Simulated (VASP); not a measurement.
# MgS (pbe) (I4/mmm) in VASP: a series of runs

The runs below take MgS (pbe) through single point, with PBE.

Everything below comes from runs of VASP 6.6.1. Logs are shortened: lines on timing, memory, paths and dates and some standing lists are left out, and cuts for length are marked.

### 1 The cell of the first run

It takes space group I4/mmm (No. 139, tetragonal). The conventional cell has a = 3.735 Å, b = 3.735 Å, c = 5.199 Å, α = 90.00°, β = 90.00°, γ = 90.00°. Within 3.4 Å of Mg (site symmetry 4/mmm) lie 6 S at 2.60 to 2.64 Å. S (site symmetry 4/mmm) has 6 Mg at 2.60 to 2.64 Å within 3.4 Å.

### 2 Single point, PBE (strained cell)

Contents of INCAR:

```
ALGO = Normal
EDIFF = 1E-6
ENCUT = 600
GGA = PE
GGA_COMPAT = False
ISIF = 2
ISMEAR = 0
LASPH = True
LCHARG = True
LELF = True
LREAL = False
LVHAR = True
LWAVE = False
NBANDS = 11
NELM = 120
PREC = Accurate
SIGMA = 0.02
```

Contents of KPOINTS:

```
k-points
0
Gamma
  6 6 6
```

Contents of POSCAR:

```
MgS
1.0
    0.0000000000      2.6412435108      2.5994020294
    2.6412435108      0.0000000000      2.5994020294
    2.6412435108      2.6412435108      0.0000000000
Mg S
1 1
Direct
    0.0000000000      0.0000000000      0.0000000000
    0.5000000000      0.5000000000      0.5000000000
```

Potentials or basis: VASP PAW PBE potentials, release 64 (Mg, S).

Launch:

```
$ cat potpaw_PBE.64/Mg/POTCAR potpaw_PBE.64/S/POTCAR > POTCAR
$ mpirun -np 1 vasp_std > vasp.out
```

OUTCAR:

```text
EDIFF = 1E-6
   ENCUT = 600
   GGA = PE
   ISIF = 2
   ISMEAR = 0
   LASPH = True
   LREAL = False
   NELM = 120
   PREC = Accurate

 ion  position               nearest neighbor table
   1  0.000  0.000  0.000-   2 2.60   2 2.60   2 2.64   2 2.64   2 2.64   2 2.64
   2  0.500  0.500  0.500-   1 2.60   1 2.60   1 2.64   1 2.64   1 2.64   1 2.64

  LATTYP: Found a body centered tetragonal cell.
 ALAT       =     3.7352823945
 C/A-ratio  =     1.3918101792

  Lattice vectors:

 A1 = (   0.0000000000,  -2.6412435108,  -2.5994020294)
 A2 = (   0.0000000000,   2.6412435108,  -2.5994020294)
 A3 = (   2.6412435108,   0.0000000000,   2.5994020294)

Analysis of symmetry for initial positions (statically):
=====================================================================
 Subroutine PRICEL returns:
 Original cell was already a primitive cell.

 Routine SETGRP: Setting up the symmetry group for a
 body centered tetragonal supercell.

 Subroutine GETGRP returns: Found 16 space group operations
 (whereof 16 operations were pure point group operations)
 out of a pool of 16 trial point group operations.

The static configuration has the point symmetry D_4h.

Analysis of symmetry for dynamics (positions and initial velocities):
=====================================================================
 Subroutine PRICEL returns:
 Original cell was already a primitive cell.

 Routine SETGRP: Setting up the symmetry group for a
 body centered tetragonal supercell.

 Subroutine GETGRP returns: Found 16 space group operations
 (whereof 16 operations were pure point group operations)
 out of a pool of 16 trial point group operations.

The dynamic configuration has the point symmetry D_4h.

 Subroutine INISYM returns: Found 16 space group operations
 (whereof 16 operations are pure point group operations),
 and found     1 'primitive' translations

----------------------------------------------------------------------------------------

                                     Primitive cell

  volume of cell :      36.2677

  direct lattice vectors                    reciprocal lattice vectors
     0.000000000  2.641243511  2.599402029    -0.189304772  0.189304772  0.192351931
     2.641243511  0.000000000  2.599402029     0.189304772 -0.189304772  0.192351931
     2.641243511  2.641243511  0.000000000     0.189304772  0.189304772 -0.192351931

  length of vectors
     3.705814107  3.705814107  3.735282395     0.329654150  0.329654150  0.329654150

  position of ions in fractional coordinates (direct lattice)
     0.000000000  0.000000000  0.000000000
     0.500000000  0.500000000  0.500000000

  ion indices of the primitive-cell ions
   primitive index   ion index
                 1           1
                 2           2

----------------------------------------------------------------------------------------

 KPOINTS: k-points

Automatic generation of k-mesh.
 Grid dimensions read from file:
 generate k-points for:    6    6    6

 Generating k-lattice:

  Cartesian coordinates                     Fractional coordinates (reciprocal lattice)
    -0.031550795  0.031550795  0.032058655     0.166666667  0.000000000  0.000000000
     0.031550795 -0.031550795  0.032058655     0.000000000  0.166666667  0.000000000
     0.031550795  0.031550795 -0.032058655    -0.000000000 -0.000000000  0.166666667

  Length of vectors
     0.054942358  0.054942358  0.054942358

  Shift w.r.t. Gamma in fractional coordinates (k-lattice)
     0.000000000  0.000000000  0.000000000

 Subroutine IBZKPT returns following result:
 ===========================================

 Found     30 irreducible k-points:

 Following reciprocal coordinates:
            Coordinates               Weight
  0.000000  0.000000  0.000000      1.000000
  0.166667 -0.000000  0.000000      8.000000
  0.333333  0.000000  0.000000      8.000000
  0.500000 -0.000000  0.000000      4.000000
  0.166667  0.166667  0.000000      2.000000
  0.333333  0.166667  0.000000      8.000000
[... 16 lines left out ...]
  0.333333  0.000000  0.333333      4.000000
  0.500000 -0.000000  0.333333     16.000000
 [... further k-points ...]
   k-points           NKPTS =     30   k-points in BZ     NKDIM =     30   number of bands    NBANDS=     11
   number of dos      NEDOS =    301   number of ions     NIONS =      2
   total plane-waves  NPLWV =  27000
   dimension x,y,z NGX =    30 NGY =   30 NGZ =   30
   dimension x,y,z NGXF=    60 NGYF=   60 NGZF=   60
   ions per type =               1   1
   NGX,Y,Z   is equivalent  to a cutoff of  13.46, 13.46, 13.35 a.u.
   NGXF,Y,Z  is equivalent  to a cutoff of  26.92, 26.92, 26.70 a.u.
 SYSTEM =  unknown system
   PREC   = accura    normal or accurate (medium, high low for compatibility)
   ISTART =      0    job   : 0-new  1-cont  2-samecut
   ICHARG =      2    charge: 1-file 2-atom 10-const
   ISPIN  =      1    spin polarized calculation?
   LNONCOLLINEAR =      F non collinear calculations
   LSORBIT =      F    spin-orbit coupling
   LASPH  =      T    aspherical Exc in radial PAW
   ENCUT  =  600.0 eV  44.10 Ry    6.64 a.u.   7.40  7.40  7.46*2*pi/ulx,y,z
   NELM   =    120;   NELMIN=  2; NELMDL= -5     # of ELM steps
   EDIFF  = 0.1E-05   stopping-criterion for ELM
   LREAL  =      F    real-space projection
   EDIFFG = 0.1E-04   stopping-criterion for IOM
   NSW    =      0    number of steps for IOM
   IBRION =     -1    ionic relax: 0-MD 1-quasi-New 2-CG
   NFREE  =      0    steps in history (QN), initial steepest desc. (CG)
   ISIF   =      2    stress and relaxation
   ISYM   =      2    0-nonsym 1-usesym 2-fastsym
   POTIM  = 0.5000    time-step for ionic-motion
   TEBEG  =    0.0;   TEEND  =   0.0 temperature during run
   PSTRESS=    0.0 pullay stress
   NELECT =       8.0000    total number of electrons
   NUPDOWN=      -1.0000    fix difference up-down
   EMIN   =  10.00;   EMAX   =-10.00  energy-range for DOS
   EFERMI =   0.00;   METHOD = LEGACY
   ISMEAR =     0;   SIGMA  =   0.02  broadening in eV -4-tet -1-fermi 0-gaus
   EFERMI_NEDOS =   21; number of points for ismear=-14 and -15
   IALGO  =     38    algorithm
   IMIX   =      4    mixing-type and parameters
     AMIX     =   0.40;   BMIX     =  1.00
     AMIX_MAG =   1.60;   BMIX_MAG =  1.00
  volume/ion in A,a.u.               =      18.13       122.37
  Fermi-wavevector in a.u.,A,eV,Ry     =   0.989156  1.869233 13.312338  0.978429
  Thomas-Fermi vector in A             =   2.120734
   LORBIT       =      0    0 simple, 1 ext, 2 COOP (PROOUT), +10 PAW based schemes
   GGA     = PE    functional components
   LHFCALC =     F    Hartree Fock is set to
   AEXX    =    0.0000 exact exchange contribution
   IVDW    =     0    specifies the selected vdW correction
   LEPSILON=     F    determine dielectric tensor
   LRPA    =     F    only Hartree local field effects (RPA)
 non-spin polarized calculation
 Gauss-broadening in eV      SIGMA  =   0.02
  energy-cutoff  :      600.00
  volume of cell :       36.27
 maximum number of plane-waves:      1243
 NGX is ok and might be reduce to    30
   NGX = 15   NGY = 15   NGZ = 15

 number of electron       7.9999999 magnetization

 Free energy of the ion-electron system (eV)
  ---------------------------------------------------
  ext. energy  EPLUGINS =         0.00000000
  ---------------------------------------------------
  free energy    TOTEN  =        -8.49658055 eV

  energy without entropy =       -8.49658055  energy(sigma->0) =       -8.49658055

 E-fermi :   3.6640     XC(G=0):  -9.5668

 val. band max:        3.4930313691   @ k =   0.0000   0.0000   0.0000
 cond. band min:       6.1296469962   @ k =   0.5000   0.5000   0.0000
 fundamental gap:      2.6366156271
 Fermi energy:         3.6639733392

 k-point     1 :       0.0000    0.0000    0.0000
  band No.  band energies     occupation
      1      -9.0342      2.00000
      2       3.4214      2.00000
      3       3.4930      2.00000
      4       3.4930      2.00000
      5       6.9517      0.00000
      6      11.3867      0.00000
      7      11.3867      0.00000
      8      11.5486      0.00000
      9      13.6760      0.00000
     10      13.8881      0.00000
     11      15.9384      0.00000

 k-point     2 :       0.1667   -0.0000    0.0000
  band No.  band energies     occupation
      1      -8.7830      2.00000
      2       1.8739      2.00000
      3       3.3008      2.00000
      4       3.3210      2.00000
      5       8.0847      0.00000
      6      11.0819      0.00000
      7      11.5902      0.00000
      8      11.7495      0.00000
      9      13.0172      0.00000
     10      13.1155      0.00000
     11      15.6851      0.00000

 k-point     3 :       0.3333    0.0000    0.0000
  band No.  band energies     occupation
      1      -8.1813      2.00000
      2      -0.2612      2.00000
      3       3.0231      2.00000
      4       3.0459      2.00000
      5       8.1838      0.00000
      6      10.6816      0.00000
      7      10.8614      0.00000
      8      12.5475      0.00000
      9      14.8332      0.00000
     10      14.9229      0.00000
     11      14.9302      0.00000

 k-point     4 :       0.5000   -0.0000    0.0000
  band No.  band energies     occupation
      1      -7.8020      2.00000
      2      -1.2076      2.00000
      3       2.8918      2.00000
      4       2.9331      2.00000
      5       7.9706      0.00000
      6      10.2566      0.00000
      7      10.4282      0.00000
      8      13.2612      0.00000
      9      15.4620      0.00000
     10      17.6659      0.00000
     11      17.8155      0.00000

 k-point     5 :       0.1667    0.1667    0.0000
  band No.  band energies     occupation
      1      -8.6927      2.00000
      2       1.9202      2.00000
      3       2.9622      2.00000
      4       2.9622      2.00000
      5       8.5876      0.00000
      6      10.0609      0.00000
      7      11.4192      0.00000
      8      12.4546      0.00000
      9      12.4546      0.00000
     10      14.1451      0.00000
     11      17.2794      0.00000
[... 211 lines left out ...]
 k-point    21 :      -0.1667    0.3333    0.1667
  band No.  band energies     occupation
      1      -7.7829      2.00000
      2      -0.0627      2.00000
      3       1.3437      2.00000
      4       2.3041      2.00000
      5       8.6447      0.00000
      6      10.1038      0.00000
      7      10.6269      0.00000
      8      13.1097      0.00000
      9      14.9551      0.00000
     10      17.9711      0.00000
     11      18.5262      0.00000

 k-point    22 :      -0.3333    0.5000    0.1667
  band No.  band energies     occupation
      1      -7.4009      2.00000
      2      -0.1388      2.00000
      3       0.9651      2.00000
      4       1.3375      2.00000
      5       7.7002      0.00000
      6       9.6504      0.00000
      7      12.4856      0.00000
      8      13.1678      0.00000
      9      16.9043      0.00000
     10      18.2976      0.00000
     11      18.7316      0.00000

 k-point    23 :       0.3333    0.0000    0.3333
  band No.  band energies     occupation
      1      -7.9391      2.00000
      2       0.1781      2.00000
      3       2.1293      2.00000
      4       2.2557      2.00000
      5       7.2712      0.00000
      6       8.5076      0.00000
      7      12.9217      0.00000
      8      14.6414      0.00000
      9      14.8877      0.00000
     10      15.3979      0.00000
     11      19.9976      0.00000

 k-point    24 :       0.5000   -0.0000    0.3333
  band No.  band energies     occupation
      1      -7.5689      2.00000
      2      -0.3031      2.00000
      3       1.2358      2.00000
      4       2.0966      2.00000
      5       7.1277      0.00000
      6       9.1562      0.00000
      7      13.2666      0.00000
      8      13.6577      0.00000
      9      16.0160      0.00000
     10      18.0673      0.00000
     11      19.2950      0.00000

 [... further k-points ...]
[... 5 lines left out ...]
  --------------------------------------------------------------------------------------
  -------------------------------------------------------------------------------------
  Total       -0.3861604     -0.3861604     -0.0574182      0.0000000     -0.0000000     -0.0000000
  in kB      -17.0591718    -17.0591718     -2.5365269      0.0000000     -0.0000000     -0.0000000
  external PRESSURE =     -12.2182902 kB  Pullay stress =       0.0000000 kB

 VOLUME and BASIS-vectors are now :
 -----------------------------------------------------------------------------
  energy-cutoff  :      600.00
  volume of cell :       36.27
      direct lattice vectors                 reciprocal lattice vectors
     0.000000000  2.641243511  2.599402029    -0.189304772  0.189304772  0.192351931
     2.641243511  0.000000000  2.599402029     0.189304772 -0.189304772  0.192351931
     2.641243511  2.641243511  0.000000000     0.189304772  0.189304772 -0.192351931

 POSITION                                       TOTAL-FORCE (eV/Angst)
 -----------------------------------------------------------------------------------
      0.00000      0.00000      0.00000         0.000000      0.000000     -0.000000
      2.64124      2.64124      2.59940        -0.000000     -0.000000      0.000000
 -----------------------------------------------------------------------------------
    total drift:                               -0.000000     -0.000000      0.000000

  FREE ENERGIE OF THE ION-ELECTRON SYSTEM (eV)
  ---------------------------------------------------
  free  energy   TOTEN  =        -8.4965805549 eV

  energy  without entropy=       -8.4965805549  energy(sigma->0) =       -8.49658055
```

Wall time 13 s (1 thread of Intel Xeon 6975P-C, shared host); peak memory 0.17 GiB.

Results:

- Free energy: -8.4966 eV
- Pressure: -1.2 GPa
- Band gap on the k mesh: 2.64 eV, indirect (least direct gap 3.46 eV)

Levels at points of the mesh, in eV from the valence-band top:
| k point | band 1 | band 2 | band 3 | band 4 | band 5 | band 6 | band 7 | band 8 |
| --- | --- | --- | --- | --- | --- | --- | --- | --- |
| (0.00, 0.00, 0.00) | -12.53 | -0.07 | 0.00 | 0.00 | 3.46 | 7.89 | 7.89 | 8.06 |
| (0.50, 0.00, 0.00) | -11.29 | -4.70 | -0.60 | -0.56 | 4.48 | 6.76 | 6.94 | 9.77 |
| (0.50, 0.50, 0.00) | -10.91 | -4.06 | -1.69 | -1.69 | 2.64 | 4.42 | 11.80 | 12.74 |
| (0.50, 0.00, 0.50) | -10.97 | -4.07 | -1.69 | -1.55 | 2.71 | 4.48 | 11.64 | 12.69 |

Caveat: the cell differs from its parent crystal (strained cell).

### 3 Single point, PBE (strained cell)

Contents of INCAR:

```
SYSTEM = MgS
PREC = Accurate
ENCUT = 600
EDIFF = 1E-6
ISMEAR = 0
SIGMA = 0.02
LREAL = .FALSE.
LASPH = .TRUE.
NELM = 120
ALGO = Normal
ISIF = 2
LWAVE = .FALSE.
LCHARG = .FALSE.
GGA = PE
NBANDS = 11
GGA_COMPAT = .FALSE.
```

Contents of KPOINTS:

```
Automatic mesh
0
G
  6 6 6
  0 0 0
```

Contents of POSCAR:

```
MgS
1.0
    0.0000000000      2.6412435108      2.5997095713
    2.6412435108      0.0000000000      2.5997095713
    2.6412435108      2.6412435108      0.0000000000
Mg S
1 1
Direct
    0.0000000000      0.0000000000      0.0000000000
    0.5000000000      0.5000000000      0.5000000000
```

Potentials or basis: VASP PAW PBE potentials, release 64 (Mg, S).

Launch:

```
$ cat potpaw_PBE.64/Mg/POTCAR potpaw_PBE.64/S/POTCAR > POTCAR
$ mpirun -np 1 vasp_std > vasp.out
```

Run time: 13 s. Hardware: 1 thread of Intel Xeon 6975P-C, shared host; peak memory 0.17 GiB.

Results (log left out):

| Item | Value |
| --- | --- |
| Free energy | -8.4966 eV |
| Pressure | -1.2 GPa |
| Band gap on the k mesh | 2.64 eV, indirect (least direct gap 3.46 eV) |

Stress tensor (GPa, compression positive):
```
-1.71  0.00  0.00
 0.00 -1.71  0.00
 0.00  0.00 -0.27
```

Levels at points of the mesh, in eV from the valence-band top:
| k point | band 1 | band 2 | band 3 | band 4 | band 5 | band 6 | band 7 | band 8 | band 9 |
| --- | --- | --- | --- | --- | --- | --- | --- | --- | --- |
| (0.00, 0.00, 0.00) | -12.53 | -0.07 | 0.00 | 0.00 | 3.46 | 7.89 | 7.89 | 8.05 | 10.18 |
| (0.50, 0.00, 0.00) | -11.29 | -4.70 | -0.60 | -0.56 | 4.48 | 6.76 | 6.93 | 9.77 | 11.97 |
| (0.50, 0.50, 0.00) | -10.91 | -4.05 | -1.69 | -1.69 | 2.64 | 4.42 | 11.80 | 12.74 | 12.98 |
| (0.50, 0.00, 0.50) | -10.96 | -4.07 | -1.69 | -1.55 | 2.71 | 4.48 | 11.64 | 12.69 | 12.87 |

Caveat: the cell differs from its parent crystal (strained cell). A k mesh can miss the band edges.
